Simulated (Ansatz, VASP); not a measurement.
# One calculation of Ge, two programs

Contents of POSCAR:

```
Ge
1.0
    4.0031158800      0.0000000000      0.0000000000
   -2.0015579400      3.4668000500      0.0000000000
    0.0000000000      0.0000000000     13.1567068600
Ge
8
Direct
    0.0000000000      0.0000000000      0.4068511600
    0.0000000000      0.0000000000      0.5931488400
    0.0000000000      0.0000000000      0.9068511600
    0.0000000000      0.0000000000      0.0931488400
    0.3333333300      0.6666666700      0.3440584300
    0.6666666700      0.3333333300      0.6559415700
    0.6666666700      0.3333333300      0.8440584300
    0.3333333300      0.6666666700      0.1559415700
```

The input INCAR.step1:

```
PREC = Accurate
ENCUT = 520
ISMEAR = 0
SIGMA = 0.1
LREAL = False
LASPH = True
NELM = 80
NBANDS = 66
GGA = PE
ALGO = Normal
EDIFF = 1E-4
LWAVE = True
LCHARG = False
```

The input INCAR.step2:

```
PREC = Accurate
ENCUT = 520
EDIFF = 1E-7
ISMEAR = 0
SIGMA = 0.1
LREAL = False
LASPH = True
NELM = 80
ALGO = Normal
ISIF = 2
LWAVE = False
LCHARG = False
METAGGA = R2SCAN
LMIXTAU = True
NBANDS = 66
ISTART = 1
```

The input KPOINTS:

```
regular mesh
0
Gamma
  6 6 2
```

Input for Ansatz:

```yaml
crystal:
  lattice:
    - [4.00311588, 0.0, 0.0]
    - [-2.00155794, 3.46680005, 0.0]
    - [0.0, 0.0, 13.15670686]
  atoms:
    - { symbol: Ge, position: [0.0, 0.0, 0.40685116] }
    - { symbol: Ge, position: [0.0, 0.0, 0.59314884] }
    - { symbol: Ge, position: [0.0, 0.0, 0.90685116] }
    - { symbol: Ge, position: [0.0, 0.0, 0.09314884] }
    - { symbol: Ge, position: [0.33333333, 0.66666667, 0.34405843] }
    - { symbol: Ge, position: [0.66666667, 0.33333333, 0.65594157] }
    - { symbol: Ge, position: [0.66666667, 0.33333333, 0.84405843] }
    - { symbol: Ge, position: [0.33333333, 0.66666667, 0.15594157] }
basis:
  ecutwfc: 600.0
kpoints:
  mp_grid: { grid: [6, 6, 2] }
hamiltonian:
  xc: r2scan
  pseudopotentials: { kind: paw, azcp: { folder: soft_1 } }
scf:
  occupations: { method: gaussian, width: 0.1 }
output:
  forces: true
  stress: true
  eigenvalues: true
```

Alike in both runs: task single point; functional r2SCAN; k mesh 6 × 6 × 2; occupations gaussian, width 0.1 eV; no spin polarisation.

|  | VASP | Ansatz |
| --- | --- | --- |
| version | VASP 6.6.1 | Ansatz 0.2.0 |
| potentials or method | VASP PAW PBE potentials, release 64 (Ge_d), cutoff 520 eV | scalar-relativistic, plane waves, PAW |
| valence electrons in the cell | 112 | 112 |

Ansatz gave:

```
gap on the k mesh at the Fermi level (eV)                     : 0.28
least direct gap on the mesh (eV)                             : 0.28
pressure (GPa)                                                : -0.1
traceless stress, the component that is largest in VASP (GPa) : -0.20
rms of the force components (eV/Å)                            : 0.009
```

Problem. What did VASP give for the same quantities?

Solution. gap on the k mesh at the Fermi level (eV): 0.26; least direct gap on the mesh (eV): 0.26; pressure (GPa): 0.0; traceless stress, the component that is largest in VASP (GPa): -0.22; rms of the force components (eV/Å): 0.012.

VASP's potentials were made for PBE, not for r2SCAN. Atom by atom the forces differ by 0.004 eV/Å (rms over components).
